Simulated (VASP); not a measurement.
Runs of VASP 6.6.1 on SnTe2. The structure is that of space group Fm-3m (No. 225), or close to it. The cells are those of the table. 

| task | level | cell | cutoff (eV) | gap on the mesh (eV) | pressure (GPa) | relaxed volume (Å³/atom) |
| --- | --- | --- | --- | --- | --- | --- |
| single point | r2SCAN | a = 5.234 Å, angles 60.0°, 3 atoms | 520 | none | 0.0 | - |
| relaxation of cell and atoms | PBE | relaxed from a = 4.986 Å, angles 60.0°, 3 atoms | 600 | none | 0.0 | 34.25 |
| single point | PBE | a = 5.259 Å, angles 60.0°, 3 atoms | 520 | none | 0.0 | - |
| relaxation of cell and atoms | r2SCAN | relaxed from a = 5.259 Å, angles 60.0°, 3 atoms | 600 | none | 0.0 | (a) |
| single point | PBE | a = 5.234 Å, angles 60.0°, 3 atoms | 520 | none | 0.5 | - |

Alike in all rows: potentials or basis VASP PAW PBE potentials, release 64 (Sn_d, Te); no spin polarisation; k mesh 6 × 6 × 6; smearing fermi-dirac 0.02 eV.

Question: Estimate the missing entries.

Answer: (a) 33.80.

Caveats: spin-orbit coupling is left out, which moves the levels of the heavy elements; the PAW data sets were made with another functional, which shifts forces and pressure a little (some runs); the volume moved by over 15 % at a fixed basis, so the end points are rough (some runs).

A k mesh can miss the band edges, and the runs leave out spin-orbit coupling on Sn, Te.

A gap of «none» marks levels without a gap at the run's occupations.
